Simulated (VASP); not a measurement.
# HfB2 (P6/mmm) in VASP: notebook

The runs below take HfB2 through single point, with r2SCAN.

Program: VASP 6.6.1. These are calculated values, not measurements. Logs are shortened: lines on timing, memory, paths and dates and some standing lists are left out, and cuts for length are marked.

### Step 1. The cell of the first run

Symmetry: P6/mmm, No. 191, hexagonal system. Conventional cell: a = 3.136 Å, b = 3.136 Å, c = 3.482 Å, α = 90.00°, β = 90.00°, γ = 120.00°. Hf (site symmetry 6/mmm) has 12 B at 2.51 Å and 6 Hf at 3.14 Å within 3.3 Å. Within 2.4 Å of B (site symmetry -6m2) lie 3 B at 1.81 Å.

### Step 2. Single point, r2SCAN

Contents of POSCAR:

```
HfB2
1.0
    3.1356260300      0.0000000000      0.0000000000
   -1.5678130100      2.7155318000      0.0000000000
    0.0000000000      0.0000000000      3.4820548900
Hf B
1 2
Direct
    0.0000000000      0.0000000000      0.0000000000
    0.3333333300      0.6666666700      0.5000000000
    0.6666666700      0.3333333300      0.5000000000
```

Contents of INCAR.step1:

```
PREC = Accurate
ENCUT = 520
ISMEAR = -1
SIGMA = 0.1
LREAL = F
LASPH = T
NELM = 80
NBANDS = 15
GGA = PE
ALGO = Normal
EDIFF = 1E-4
LWAVE = T
LCHARG = F
```

Contents of INCAR.step2:

```
PREC = Accurate
ENCUT = 520
EDIFF = 1E-6
ISMEAR = -1
SIGMA = 0.1
LREAL = F
LASPH = T
NELM = 80
ALGO = Normal
ISIF = 2
LWAVE = F
LCHARG = F
METAGGA = R2SCAN
LMIXTAU = T
NBANDS = 15
ISTART = 1
```

Contents of KPOINTS:

```
Automatic mesh
0
Gamma
  12 12 10
```

Potentials or basis: VASP PAW PBE potentials, release 64 (Hf_pv, B).

The run is started by

```bash
cat potpaw_PBE.64/Hf_pv/POTCAR potpaw_PBE.64/B/POTCAR > POTCAR
cp INCAR.step1 INCAR
mpirun -np 1 vasp_std > vasp.out
cp INCAR.step2 INCAR
mpirun -np 1 vasp_std > vasp.out
```

OUTCAR:

```text
PREC = Accurate
   ENCUT = 520
   EDIFF = 1E-6
   ISMEAR = -1
   LREAL = F
   LASPH = T
   NELM = 80
   ISIF = 2
   METAGGA = R2SCAN
   ISTART = 1

 ion  position               nearest neighbor table
   1  0.000  0.000  0.000-   2 2.51   3 2.51   2 2.51   3 2.51   2 2.51   2 2.51   3 2.51   3 2.51
                             3 2.51   3 2.51   2 2.51   2 2.51
   2  0.333  0.667  0.500-   3 1.81   3 1.81   3 1.81   1 2.51   1 2.51   1 2.51   1 2.51   1 2.51
                             1 2.51
   3  0.667  0.333  0.500-   2 1.81   2 1.81   2 1.81   1 2.51   1 2.51   1 2.51   1 2.51   1 2.51
                             1 2.51

  LATTYP: Found a hexagonal cell.
 ALAT       =     3.1356260300
 C/A-ratio  =     1.1104815615

  Lattice vectors:

 A1 = (   3.1356260300,   0.0000000000,   0.0000000000)
 A2 = (  -1.5678130100,   2.7155318000,   0.0000000000)
 A3 = (   0.0000000000,   0.0000000000,   3.4820548900)

Analysis of symmetry for initial positions (statically):
=====================================================================
 Subroutine PRICEL returns:
 Original cell was already a primitive cell.

 Routine SETGRP: Setting up the symmetry group for a
 hexagonal supercell.

 Subroutine GETGRP returns: Found 24 space group operations
 (whereof 24 operations were pure point group operations)
 out of a pool of 24 trial point group operations.

The static configuration has the point symmetry D_6h.

Analysis of symmetry for dynamics (positions and initial velocities):
=====================================================================
 Subroutine PRICEL returns:
 Original cell was already a primitive cell.

 Routine SETGRP: Setting up the symmetry group for a
 hexagonal supercell.

 Subroutine GETGRP returns: Found 24 space group operations
 (whereof 24 operations were pure point group operations)
 out of a pool of 24 trial point group operations.

The dynamic configuration has the point symmetry D_6h.

 Subroutine INISYM returns: Found 24 space group operations
 (whereof 24 operations are pure point group operations),
 and found     1 'primitive' translations

----------------------------------------------------------------------------------------

                                     Primitive cell

  volume of cell :      29.6493

  direct lattice vectors                    reciprocal lattice vectors
     3.135626030  0.000000000  0.000000000     0.318915582  0.184125996  0.000000000
    -1.567813010  2.715531800  0.000000000     0.000000000  0.368251994  0.000000000
     0.000000000  0.000000000  3.482054890     0.000000000  0.000000000  0.287186742

  length of vectors
     3.135626030  3.135626029  3.482054890     0.368251994  0.368251994  0.287186742

  position of ions in fractional coordinates (direct lattice)
     0.000000000  0.000000000  0.000000000
     0.333333330  0.666666670  0.500000000
     0.666666670  0.333333330  0.500000000

  ion indices of the primitive-cell ions
   primitive index   ion index
                 1           1
                 2           2
                 3           3

----------------------------------------------------------------------------------------

 KPOINTS: Automatic mesh

Automatic generation of k-mesh.
 Grid dimensions read from file:
 generate k-points for:   12   12   10

 Generating k-lattice:

  Cartesian coordinates                     Fractional coordinates (reciprocal lattice)
     0.026576298  0.015343833  0.000000000     0.083333333 -0.000000000  0.000000000
     0.000000000  0.030687666  0.000000000     0.000000000  0.083333333  0.000000000
     0.000000000  0.000000000  0.028718674     0.000000000  0.000000000  0.100000000

  Length of vectors
     0.030687666  0.030687666  0.028718674

  Shift w.r.t. Gamma in fractional coordinates (k-lattice)
     0.000000000  0.000000000  0.000000000

 Subroutine IBZKPT returns following result:
 ===========================================

 Found    114 irreducible k-points:

 Following reciprocal coordinates:
            Coordinates               Weight
  0.000000  0.000000  0.000000      1.000000
  0.083333 -0.000000  0.000000      6.000000
  0.166667 -0.000000  0.000000      6.000000
  0.250000 -0.000000  0.000000      6.000000
  0.333333 -0.000000  0.000000      6.000000
  0.416667 -0.000000  0.000000      6.000000
[... 16 lines left out ...]
  0.250000 -0.000000  0.100000     12.000000
  0.333333 -0.000000  0.100000     12.000000
 [... further k-points ...]
   k-points           NKPTS =    114   k-points in BZ     NKDIM =    114   number of bands    NBANDS=     15
   number of dos      NEDOS =    301   number of ions     NIONS =      3
   total plane-waves  NPLWV =  16128
   dimension x,y,z NGX =    24 NGY =   24 NGZ =   28
   dimension x,y,z NGXF=    48 NGYF=   48 NGZF=   56
   ions per type =               1   2
   NGX,Y,Z   is equivalent  to a cutoff of  12.72, 12.72, 13.37 a.u.
   NGXF,Y,Z  is equivalent  to a cutoff of  25.45, 25.45, 26.74 a.u.
 SYSTEM =  unknown system
   PREC   = accura    normal or accurate (medium, high low for compatibility)
   ISTART =      1    job   : 0-new  1-cont  2-samecut
   ICHARG =      0    charge: 1-file 2-atom 10-const
   ISPIN  =      1    spin polarized calculation?
   LNONCOLLINEAR =      F non collinear calculations
   LSORBIT =      F    spin-orbit coupling
   LASPH  =      T    aspherical Exc in radial PAW
   ENCUT  =  520.0 eV  38.22 Ry    6.18 a.u.   5.83  5.83  6.47*2*pi/ulx,y,z
   NELM   =     80;   NELMIN=  2; NELMDL=  0     # of ELM steps
   EDIFF  = 0.1E-05   stopping-criterion for ELM
   LREAL  =      F    real-space projection
   EDIFFG = 0.1E-04   stopping-criterion for IOM
   NSW    =      0    number of steps for IOM
   IBRION =     -1    ionic relax: 0-MD 1-quasi-New 2-CG
   NFREE  =      0    steps in history (QN), initial steepest desc. (CG)
   ISIF   =      2    stress and relaxation
   ISYM   =      2    0-nonsym 1-usesym 2-fastsym
   POTIM  = 0.5000    time-step for ionic-motion
   TEBEG  =    0.0;   TEEND  =   0.0 temperature during run
   PSTRESS=    0.0 pullay stress
   NELECT =      16.0000    total number of electrons
   NUPDOWN=      -1.0000    fix difference up-down
   EMIN   =  10.00;   EMAX   =-10.00  energy-range for DOS
   EFERMI =   0.00;   METHOD = LEGACY
   ISMEAR =    -1;   SIGMA  =   0.10  broadening in eV -4-tet -1-fermi 0-gaus
   EFERMI_NEDOS =   21; number of points for ismear=-14 and -15
   IALGO  =     38    algorithm
   IMIX   =      4    mixing-type and parameters
     AMIX     =   0.40;   BMIX     =  1.00
     AMIX_MAG =   1.60;   BMIX_MAG =  1.00
  volume/ion in A,a.u.               =       9.88        66.69
  Fermi-wavevector in a.u.,A,eV,Ry     =   1.332836  2.518694 24.170078  1.776451
  Thomas-Fermi vector in A             =   2.461740
   LORBIT       =      0    0 simple, 1 ext, 2 COOP (PROOUT), +10 PAW based schemes
   METAGGA = R2SCAN    functional components
   LHFCALC =     F    Hartree Fock is set to
   AEXX    =    0.0000 exact exchange contribution
   IVDW    =     0    specifies the selected vdW correction
   LEPSILON=     F    determine dielectric tensor
   LRPA    =     F    only Hartree local field effects (RPA)
 non-spin polarized calculation
  energy-cutoff  :      520.00
  volume of cell :       29.65
 maximum number of plane-waves:       816
 NGX is ok and might be reduce to    24
   NGX = 11   NGY = 11   NGZ = 13

 number of electron      15.9999997 magnetization

 Free energy of the ion-electron system (eV)
  ---------------------------------------------------
  ext. energy  EPLUGINS =         0.00000000
  ---------------------------------------------------
  free energy    TOTEN  =       -63.09561315 eV

  energy without entropy =      -63.08735283  energy(sigma->0) =      -63.09148299

 E-fermi :   7.8482     XC(G=0): -13.5592

 val. band max:        7.7329764688   @ k =   0.1667   0.1667   0.2000
 cond. band min:       7.9026952148   @ k =   0.0833   0.0833   0.3000
 fundamental gap:      0.1697187459
 Fermi energy:         7.8482320800

 k-point     1 :       0.0000    0.0000    0.0000
  band No.  band energies     occupation
      1     -24.1425      2.00000
      2     -23.6251      2.00000
      3     -23.6251      2.00000
      4      -6.9574      2.00000
      5       4.6110      2.00000
      6       4.6380      2.00000
      7       4.6920      2.00000
      8       4.6920      2.00000
      9      11.9768      0.00000
     10      11.9768      0.00000
     11      12.6678      0.00000
     12      12.6678      0.00000
     13      12.8817      0.00000
     14      12.9280      0.00000
     15      12.9280      0.00000

 k-point     2 :       0.0833   -0.0000    0.0000
  band No.  band energies     occupation
      1     -24.1332      2.00000
      2     -23.6820      2.00000
      3     -23.6375      2.00000
      4      -6.7993      2.00000
      5       4.2181      2.00000
      6       4.5136      2.00000
      7       4.6743      2.00000
      8       4.7681      2.00000
      9      11.4562      0.00000
     10      11.8650      0.00000
     11      11.9159      0.00000
     12      12.1610      0.00000
     13      13.4675      0.00000
     14      13.8204      0.00000
     15      14.1493      0.00000
[... 365 lines left out ...]
      3     -23.7145      2.00000
      4      -5.5035      2.00000
      5       1.7064      2.00000
      6       3.5308      2.00000
      7       4.3729      2.00000
      8       5.6119      2.00000
      9       9.7373      0.00000
     10      10.6920      0.00000
     11      11.8790      0.00000
     12      12.6182      0.00000
     13      14.3478      0.00000
     14      15.7221      0.00000
     15      17.2711      0.00000

 k-point    24 :       0.3333   -0.0000    0.1000
  band No.  band energies     occupation
      1     -24.2276      2.00000
      2     -24.0607      2.00000
      3     -23.7596      2.00000
      4      -4.6091      2.00000
      5       0.2929      2.00000
      6       3.5291      2.00000
      7       4.1107      2.00000
      8       5.2258      2.00000
      9      10.0609      0.00000
     10      10.9317      0.00000
     11      11.3500      0.00000
     12      12.8861      0.00000
     13      14.7257      0.00000
     14      16.5367      0.00000
     15      19.2182      0.00000

 [... further k-points ...]

------------------------ aborting loop because EDIFF is reached ----------------------------------------

  FORCE on cell =-STRESS in cart. coord.  units (eV):
  Direction    XX          YY          ZZ          XY          YZ          ZX
  --------------------------------------------------------------------------------------
  -------------------------------------------------------------------------------------
  Total       -0.1099919     -0.1099919     -0.1329038     -0.0000000      0.0000000      0.0000000
  in kB       -5.9436973     -5.9436973     -7.1817993     -0.0000000      0.0000000      0.0000000
  external PRESSURE =      -6.3563979 kB  Pullay stress =       0.0000000 kB

 VOLUME and BASIS-vectors are now :
 -----------------------------------------------------------------------------
  energy-cutoff  :      520.00
  volume of cell :       29.65
      direct lattice vectors                 reciprocal lattice vectors
     3.135626030  0.000000000  0.000000000     0.318915582  0.184125996  0.000000000
    -1.567813010  2.715531800  0.000000000     0.000000000  0.368251994  0.000000000
     0.000000000  0.000000000  3.482054890     0.000000000  0.000000000  0.287186742

 POSITION                                       TOTAL-FORCE (eV/Angst)
 -----------------------------------------------------------------------------------
      0.00000      0.00000      0.00000         0.000000     -0.000000      0.000000
     -0.00000      1.81035      1.74103         0.000000      0.000000      0.000000
      1.56781      0.90518      1.74103        -0.000000     -0.000000     -0.000000
 -----------------------------------------------------------------------------------
    total drift:                                0.000000     -0.000000     -0.000000

  FREE ENERGIE OF THE ION-ELECTRON SYSTEM (eV)
  ---------------------------------------------------
  free  energy   TOTEN  =       -63.0956131503 eV

  energy  without entropy=      -63.0873528255  energy(sigma->0) =      -63.09148299
```

Run time: 1.9 min. Hardware: 1 thread of Intel Xeon 6975P-C, shared host; peak memory 0.19 GiB.

Results:

| Property | Result |
| --- | --- |
| Free energy | -63.0956 eV |
| Pressure | -0.6 GPa |
| Band gap on the k mesh | zero (band 8 reaches 8.54 eV, above the bottom of band 9 at 7.10 eV) |

Caveat: the PAW data sets were made with another functional, which shifts forces and pressure a little; spin-orbit coupling is left out, which moves the levels of the heavy elements.

(Part 1 of 2 ends here.)
